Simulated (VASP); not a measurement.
Here is a VASP 6.6.1 calculation.

File INCAR:

```
PREC = Accurate
ENCUT = 520
EDIFF = 1E-6
ISMEAR = -1
SIGMA = 0.1
LREAL = F
LASPH = T
NELM = 60
ALGO = Normal
ISIF = 2
LWAVE = F
LCHARG = F
GGA = PE
NBANDS = 31
```

KPOINTS

```
Automatic mesh
0
Gamma
  5 5 4
  0.5 0.5 0.5
```

The input POSCAR:

```
HfO2
1.0
    3.6045742030      0.0000000000      0.0000000000
    0.0000000000      3.6045742030      0.0000000000
    0.0000000000      0.0000000000      5.2648794959
O Hf
4 2
Direct
    0.0000000000      0.5000000000      0.1931850728
    0.0000000000      0.5000000000      0.6931850728
    0.5000000000      0.0000000000      0.3068149272
    0.5000000000      0.0000000000      0.8068149272
    0.0000000000      0.0000000000      0.0000000000
    0.5000000000      0.5000000000      0.5000000000
```

Potentials or basis: VASP PAW PBE potentials, release 64 (O, Hf_pv).

Command:

```sh
$ cat potpaw_PBE.64/O/POTCAR potpaw_PBE.64/Hf_pv/POTCAR > POTCAR
$ mpirun -np 1 vasp_std > vasp.out
```

Task: Estimate the largest force.

Result: 0.049 eV/Å.

Task: What does it give for the pressure?

Result: -3.2 GPa.

Forces in eV/Å, atoms in the order of the input:
```
O    0.000  0.000 -0.049
O    0.000  0.000 -0.049
O    0.000  0.000  0.049
O    0.000  0.000  0.049
Hf   0.000  0.000  0.000
Hf   0.000  0.000  0.000
```

Caveat: the cell stands under tension.
